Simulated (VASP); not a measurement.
C:

```
C
1.0
     1.18819   -1.70129    0.00000
     1.18819    1.70129    0.00000
     0.00000    0.00000    4.88435
C
3
Direct
  0.50000 0.50000 0.69058
  0.50000 0.50000 0.30942
  0.00000 0.00000 0.50000
```

* Program: VASP 6.6.1
* Task: relaxation of cell and atoms
* Functional: PBE
* Potentials or basis: VASP PAW PBE potentials, release 64 (C_h)
* Cutoff: 910 eV
* k mesh: 8 × 8 × 4
* Occupations: gaussian, width 0.1 eV
* Spin: no spin polarisation

At the start: pressure 90.3 GPa; volume 6.58 Å³/atom.

**Question.** Where does the relaxation end?

**Answer.** Over 26 steps the energy falls by 1296.6 meV/atom and the volume is 9.17 Å³/atom (+39.4 %); space group Cmmm (No. 65, to 0.05 Å).

Step by step:
```tsv
step	energy change (eV)	largest force (eV/Å)	pressure (GPa)	volume (Å³)
1	0.0000	3.8791	90.32	19.75
2	-1.0732	4.2334	-33.55	32.12
3	-2.1028	2.0207	-6.53	25.92
4	-3.1178	2.1131	0.03	26.99
5	-2.9513	0.8509	33.51	27.48
6	-3.3828	1.3746	10.07	27.26
7	-3.3615	0.5772	17.29	27.37
8	-3.3939	0.8428	13.99	27.33
9	-3.6531	0.2212	-6.85	31.54
10	-3.7747	0.0026	-1.51	30.15
11	-3.7799	0.2121	0.57	29.72
12	-3.8132	0.7246	-8.62	29.32
13	-3.8595	0.6443	-5.31	29.50
14	-3.8576	0.6829	3.72	28.24
15	-3.8794	0.0223	-1.20	28.90
16	-3.8794	0.0381	-1.11	28.88
17	-3.8799	0.1364	1.05	28.72
18	-3.8809	0.0918	0.07	28.79
19	-3.8820	0.0612	-0.31	28.77
20	-3.8838	0.0366	-1.42	28.68
21	-3.8846	0.0159	-1.26	28.60
22	-3.8864	0.0481	-0.75	28.37
23	-3.8880	0.1798	0.38	27.90
24	-3.8889	0.1344	0.20	27.80
25	-3.8897	0.0453	-0.27	27.56
26	-3.8899	0.0253	-0.08	27.52
```

Final structure:
```cif
data_structure
_symmetry_space_group_name_H-M 'P 1'
_symmetry_Int_Tables_number 1
_cell_length_a 2.8266
_cell_length_b 2.8266
_cell_length_c 4.4471
_cell_angle_alpha 90.000
_cell_angle_beta 90.000
_cell_angle_gamma 129.233
_cell_volume 27.52
loop_
_atom_site_label
_atom_site_type_symbol
_atom_site_fract_x
_atom_site_fract_y
_atom_site_fract_z
_atom_site_occupancy
C1 C 0.50000 0.50000 0.69560 1
C2 C 0.50000 0.50000 0.30440 1
C3 C 0.00000 0.00000 0.50000 1
```

Caveat: the k points lie up to 0.36 Å⁻¹ apart in the final cell; the cutoff is under 1.25 times the usual one of these potentials, so pressure, stress and relaxed cells hold a basis-set (Pulay) error; the volume moved by over 15 % at a fixed basis, so the end points are rough.
